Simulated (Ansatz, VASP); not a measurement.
Given: the input of a run of VASP 6.6.1 on SiF.

Contents of INCAR:

```
SYSTEM = SiF
PREC = Accurate
ENCUT = 520
EDIFF = 1E-6
ISMEAR = -1
SIGMA = 0.05
LREAL = .False.
LASPH = .True.
NELM = 60
ALGO = Normal
ISIF = 2
LWAVE = .False.
LCHARG = .False.
GGA = PE
NBANDS = 12
```

The input KPOINTS:

```
Automatic mesh
0
Gamma
  12 12 12
  0 0 0
```

Contents of POSCAR:

```
SiF
1.0
    1.3386000000      0.7728400000      3.8983100000
   -1.3386000000      0.7728400000      3.8983100000
    0.0000000000     -1.5456800000      3.8983100000
Si F
1 1
Direct
    0.5002550000      0.4945410000      0.5089140000
    0.0016540000      0.0163870000     -0.0155930000
```

Potentials or basis: VASP PAW PBE potentials, release 64 (Si, F).

Run with:

```sh
$ cat potpaw_PBE.64/Si/POTCAR potpaw_PBE.64/F/POTCAR > POTCAR
$ mpirun -np 1 vasp_std > vasp.out
```

Problem. Set up the same calculation for Ansatz 0.2.0. Potentials there: all-electron LAPW, scalar-relativistic.

Solution. As run (the cutoff follows the program's own potentials):

Contents of input.yaml:

```yaml
crystal:
  lattice:
    - [1.3386, 0.77284, 3.89831]
    - [-1.3386, 0.77284, 3.89831]
    - [0.0, -1.54568, 3.89831]
  atoms:
    - { symbol: Si, position: [0.500255, 0.494541, 0.508914] }
    - { symbol: F, position: [0.001654, 0.016387, -0.015593] }
kpoints:
  mp_grid: { grid: [12, 12, 12] }
scf:
  occupations: { method: fermi_dirac, width: 0.05 }
hamiltonian:
  xc: pbe
  pseudopotentials: { kind: all_electron, lapw: { basis_error: 0.001 } }
output:
  forces: true
  stress: true
  eigenvalues: true
  populations: true
```

Potentials or basis: all-electron LAPW, scalar-relativistic.

Run with:

```console
$ ansatz run input.yaml --threads 1 --pin off --max-ram 3072MiB --backend cpu --events-out ev --progress --plain --runs-dir out
```

Both were run:

|  | VASP | Ansatz | Ansatz less VASP |
| --- | --- | --- | --- |
| gap on the k mesh at the Fermi level (eV) | none | none | - |
| pressure (GPa) | 0.0 | 0.2 | +0.22 |
| traceless stress, the component that is largest in VASP (GPa) | -0.41 | -0.46 | -0.051 |
| rms of the force components (eV/Å) | 0.061 | 0.062 | +0.0005 |

Atom by atom the forces differ by 0.001 eV/Å (rms over components). A gap of «none» marks a metal or a gap that the smearing closes. Ansatz ran all-electron here, and VASP with PAW potentials.
